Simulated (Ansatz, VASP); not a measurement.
# CuAu3: VASP beside Ansatz

```xyz
4
Lattice="3.9800 0.0000 0.0000 0.0000 3.9800 0.0000 0.0000 0.0000 3.9004" Properties=species:S:1:pos:R:3 pbc="T T T"
Cu    0.0000    0.0000    0.0000
Au    0.0000    1.9900    1.9502
Au    1.9900    0.0000    1.9502
Au    1.9900    1.9900    0.0000
```

Change from the starting cell: zz strain of -2 %.

Alike in both runs: task single point; functional LDA; k mesh 9 × 9 × 9; occupations fermi-dirac, width 0.05 eV; no spin polarisation.

|  | VASP | Ansatz |
| --- | --- | --- |
| version | VASP 6.6.1 | Ansatz 0.2.0 |
| potentials or method | VASP PAW LDA potentials, release 64 (Cu, Au), cutoff 520 eV | all-electron LAPW, scalar-relativistic |

|  | VASP | Ansatz | Ansatz less VASP |
| --- | --- | --- | --- |
| pressure (GPa) | -1.7 | -2.2 | -0.51 |
| traceless stress, the component that is largest in VASP (GPa) | 0.48 | 0.45 | -0.032 |

LDA's correlation is that of Perdew and Zunger in VASP and of Perdew and Wang (1992) in Ansatz. Ansatz ran all-electron here, and VASP with PAW potentials.

Spin-orbit coupling is off throughout.
